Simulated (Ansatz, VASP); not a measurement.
This is a calculation of TiAl for VASP 6.6.1.

File POSCAR:

```
TiAl
1.0
    3.2208985869      0.0000000000      0.0000000000
    0.0000000000      3.2208985869      0.0000000000
    0.0000000000      0.0000000000      3.2208985869
Ti Al
1 1
Direct
    0.0000000000      0.0000000000      0.0000000000
    0.5000000000      0.5000000000      0.5000000000
```

Contents of INCAR.step1:

```
ALGO = Normal
EDIFF = 1E-4
ENCUT = 520
GGA = PE
ISMEAR = -1
LASPH = True
LCHARG = False
LREAL = False
LWAVE = True
NBANDS = 14
NELM = 80
PREC = Accurate
SIGMA = 0.05
```

The input INCAR.step2:

```
ALGO = Normal
EDIFF = 1E-6
ENCUT = 520
ISIF = 2
ISMEAR = -1
ISTART = 1
LASPH = True
LCHARG = False
LMIXTAU = True
LREAL = False
LWAVE = False
METAGGA = R2SCAN
NBANDS = 14
NELM = 80
PREC = Accurate
SIGMA = 0.05
```

File KPOINTS:

```
k-points
0
Gamma
  8 8 8
```

Potentials or basis: VASP PAW PBE potentials, release 64 (Ti_sv, Al).

Launch:

```sh
$ cat potpaw_PBE.64/Ti_sv/POTCAR potpaw_PBE.64/Al/POTCAR > POTCAR
$ cp INCAR.step1 INCAR
$ mpirun -np 1 vasp_std > vasp.out
$ cp INCAR.step2 INCAR
$ mpirun -np 1 vasp_std > vasp.out
```

**Question.** Translate it to Ansatz 0.2.0. Potentials there: Ansatz PAW.

**Answer.** As run (the cutoff follows the program's own potentials):

File input.yaml:

```yaml
crystal:
  lattice:
    - [3.2208985869, 0.0, 0.0]
    - [0.0, 3.2208985869, 0.0]
    - [0.0, 0.0, 3.2208985869]
  atoms:
    - { symbol: Ti, position: [0.0, 0.0, 0.0] }
    - { symbol: Al, position: [0.5, 0.5, 0.5] }
hamiltonian:
  xc: r2scan
  pseudopotentials: { kind: paw }
kpoints:
  mp_grid: { grid: [8, 8, 8] }
scf:
  occupations: { method: fermi_dirac, width: 0.05 }
output:
  forces: true
  stress: true
  eigenvalues: true
```

Potentials or basis: Ansatz PAW.

Command:

```console
$ ansatz run input.yaml --threads 2 --pin off --max-ram 5632MiB --backend cpu --events-out ev --progress --plain --runs-dir out
```

Both were run:

|  | VASP | Ansatz | Ansatz less VASP |
| --- | --- | --- | --- |
| gap on the k mesh at the Fermi level (eV) | none | none | - |
| pressure (GPa) | -4.8 | -5.0 | -0.15 |

VASP's potentials were made for PBE, not for r2SCAN. A gap of «none» marks a metal or a gap that the smearing closes.
